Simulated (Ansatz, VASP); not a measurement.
Ta3H2: VASP beside Ansatz

```xyz
10
Lattice="2.7179 1.5692 4.9471 -2.7179 1.5692 4.9471 0.0000 -3.1384 4.9471" Properties=species:S:1:pos:R:3 pbc="T T T"
Ta   -1.0532   -1.5692    6.1838
Ta    1.8856   -0.1275    6.1838
Ta   -0.8324    1.6967    6.1838
Ta    1.0532    1.5692    8.6574
Ta   -1.8856    0.1275    8.6574
Ta    0.8324   -1.6967    8.6574
H     0.0000    0.0000   12.6473
H     0.0000    0.0000    9.6144
H     0.0000    0.0000    2.1938
H     0.0000    0.0000    5.2268
```

Alike in both runs: task relaxation of cell and atoms; functional PBE; k mesh 6 × 6 × 6; occupations gaussian, width 0.1 eV; no spin polarisation.

```csv
,VASP,Ansatz
version,VASP 6.6.1,Ansatz 0.2.0
potentials or method,"VASP PAW PBE potentials, release 64 (Ta_pv, H), cutoff 600 eV","scalar-relativistic, plane waves, PAW"
valence electrons in the cell,70,82
```

```tsv
	VASP	Ansatz	Ansatz less VASP
gap on the k mesh at the Fermi level, each at its own relaxed structure (eV)	none	none	-
relaxed volume (Å³/atom)	11.94	11.93	-0.007
relaxed length of the cell vector where the two differ most in proportion (Å)	6.037	6.034	-0.0036
```

A gap of «none» marks a metal or a gap that the smearing closes. VASP's potentials hold 70 valence electrons a cell and Ansatz's 82, so a difference there can come from the potentials and not from the codes.

Neither program's run includes spin-orbit coupling.
